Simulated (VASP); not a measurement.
A run of VASP 6.6.1 is set up as follows.

INCAR

```
SYSTEM = H18CO9
PREC = Accurate ; ENCUT = 520
EDIFF = 1E-6 ; ISMEAR = -1
SIGMA = 0.05 ; LREAL = Auto
LASPH = .True. ; NELM = 100
ALGO = Normal ; ISIF = 2
LWAVE = .False. ; LCHARG = .False.
GGA = PE ; IVDW = 12
NBANDS = 58
```

Contents of KPOINTS:

```
regular mesh
0
Gamma
  1 1 1
  0 0 0
```

Contents of POSCAR:

```
H18CO9
1.0
    6.9180930000      0.0000000000      0.0000000000
    0.0000000000      6.9180930000      0.0000000000
    0.0000000000      0.0000000000      6.9180930000
O H C
9 18 1
Direct
    0.6658193233      0.1522818499      0.5007304759
    0.2402251603      0.8158462166      0.4481581846
    1.0965594131      1.1184585116      0.1419755415
    0.3319411867      0.2471923983      0.3957304419
    0.5271683974      0.4174271725      0.7931954659
    0.6237412536      0.8473867004      0.2506615624
    0.9001469046      0.5003112852      0.3200592996
    0.7957828841      0.8830612714      0.7362144452
    0.2307716881      0.6880942479      0.9588046879
    0.6267767722      0.0906463674      0.3685842327
    0.8019261956      0.2213760353      0.4823149963
    0.2589441917      0.7195769123      0.3356705381
    0.3620506403      0.8329896693      0.4952954521
    0.9802845958      1.1458649081      0.0519940972
    1.1691805820      1.0406335966      0.0455616887
    0.2397915148      0.2292539288      0.3003717932
    0.2948355855      0.1747157779      0.5115427040
    0.6387164787      0.3614290817      0.8593408617
    0.5890496124      0.4308268189      0.6697365878
    0.7104269919      0.7298687659      0.2881574445
    0.7220920563      0.8833792781      0.1535683316
    0.8235651067      0.4008908235      0.2633673760
    0.9888274124      0.5301605515      0.2150737205
    0.7833517127      0.9899838004      0.6395982245
    0.9134598219      0.8005529848      0.6847840872
    0.3081918673      0.8982677741      0.7617272563
    0.3809864944      0.9145439357      1.0212351872
    0.3278215543      0.8228423642      0.9094413735
```

Potentials or basis: VASP PAW PBE potentials, release 64 (O, H, C).

Run with:

```console
$ cat potpaw_PBE.64/O/POTCAR potpaw_PBE.64/H/POTCAR potpaw_PBE.64/C/POTCAR > POTCAR
$ mpirun -np 1 vasp_gam > vasp.out
```

Predict the pressure.

-0.2 GPa.

Estimate the dispersion energy per atom.

-0.031 eV.

What does it give for the band gap on the k mesh?

3.06 eV.

Forces on the atoms (eV/Å):
```
O    3.103  1.038 -1.725
O   -3.443 -2.112 -2.915
O   -2.325 -0.206 -2.983
O    2.127  0.894  2.316
O    0.520 -0.142  0.873
O    2.532 -1.872 -0.442
O    0.211  0.868  0.093
O    2.689 -1.458 -0.645
O   -0.761 -1.978  0.268
H    0.665  0.671  2.092
H   -2.692 -1.446  0.038
H   -0.237  1.496  1.717
H    3.595  0.387  1.143
H    1.503 -0.176  1.470
H   -0.046  0.347  0.944
H   -2.130 -0.602 -1.626
H    0.018  0.304 -0.648
H   -0.392 -0.043  0.459
H   -0.331  0.125 -1.212
H   -1.564  1.050  0.440
H   -0.728  0.583 -0.363
H   -0.915 -0.775 -0.301
H    0.468  0.180  0.041
H   -0.469 -0.487  0.110
H   -2.232  1.603  0.958
H    0.640 -1.020  0.484
H    1.680  0.679  0.859
C   -1.487  2.092 -1.449
```

Caveat: the k points lie up to 0.91 Å⁻¹ apart.
